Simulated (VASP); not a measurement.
A run of VASP 6.6.1 is set up as follows.

The input INCAR:

```
ALGO = Normal
EDIFF = 1E-6
ENCUT = 520
GGA = PE
GGA_COMPAT = False
ISIF = 2
ISMEAR = -1
LASPH = True
LCHARG = True
LELF = True
LREAL = False
LVHAR = True
LWAVE = False
NBANDS = 117
NELECT = 200.0
NELM = 120
PREC = Accurate
SIGMA = 0.01
```

Contents of KPOINTS:

```
k-points
0
Gamma
  1 1 1
```

The input POSCAR:

```
Ti8O17
1.0
    4.6435389800      4.6435389800      0.0000000000
   -4.6435389800      4.6435389800      0.0000000000
    0.0000000000      0.0000000000      5.9273749100
Ti O
8 17
Direct
    0.0296456002      0.5179130638     -0.0129762334
    0.5212359604      0.0292683017     -0.0443833913
    0.0225527341     -0.0419022002      0.1936077973
    0.4515829433      0.5442738848      0.2064224077
   -0.0310563776      0.4749281764      0.4674941339
    0.5164396186      0.0242891253      0.4559534433
    0.0132133057     -0.0104219002      0.7084530781
    0.5184598450      0.5136096650      0.7118765160
    0.1929650002      0.4201507747      0.2880776104
    0.7092055250     -0.0012633683      0.2440883227
    0.0162096195      0.1750318030      0.0078397268
    0.5302410533      0.7210267889     -0.0140045132
   -0.0749330417      0.7946166740     -0.0543640321
    0.4984443998      0.3138093610      0.0285816238
    0.3037522687      0.0295318938      0.2815472322
    0.7961946731      0.5069290923      0.2460919078
    0.2255118358      0.4966711833      0.7759588468
    0.7055368791      0.0288400723      0.7420713329
   -0.0157161381      0.1861359415      0.5051015071
    0.5017357472      0.7122930408      0.4987197613
    0.0070758532      0.7772278892      0.5130220454
    0.5154156152      0.3088501047      0.5144997653
    0.3052843975      0.0066468700      0.7645961440
    0.8098205951      0.4816183324      0.7602348541
    0.2001808328      0.7229499988      0.1381486767
```

Potentials or basis: VASP PAW PBE potentials, release 64 (Ti_sv, O).

Run with:

```sh
$ cat potpaw_PBE.64/Ti_sv/POTCAR potpaw_PBE.64/O/POTCAR > POTCAR
$ mpirun -np 1 vasp_gam > vasp.out
```

Q: Predict the largest force.

A: 0.250 eV/Å.

Forces in eV/Å, atoms in the order of the input:
```
Ti   0.007 -0.049  0.018
Ti  -0.033 -0.189  0.160
Ti  -0.015  0.028  0.117
Ti   0.078  0.053  0.061
Ti   0.000 -0.036  0.149
Ti   0.070  0.050  0.142
Ti  -0.025 -0.081  0.068
Ti   0.004  0.004  0.088
O   -0.080  0.061  0.047
O    0.050  0.037 -0.076
O   -0.019  0.089 -0.024
O    0.058  0.093 -0.104
O    0.005 -0.044  0.000
O   -0.056 -0.049 -0.033
O   -0.074  0.007 -0.012
O   -0.077 -0.074 -0.123
O    0.027  0.015 -0.085
O    0.012  0.016 -0.024
O   -0.023 -0.052 -0.074
O   -0.027  0.073 -0.025
O    0.033 -0.075 -0.047
O    0.035  0.019 -0.067
O   -0.038 -0.081 -0.077
O    0.041 -0.013  0.019
O    0.048  0.200 -0.099
```

Caveat: the k points lie up to 1.06 Å⁻¹ apart; the cell carries a net charge on a neutralising background, which shifts energy and pressure.
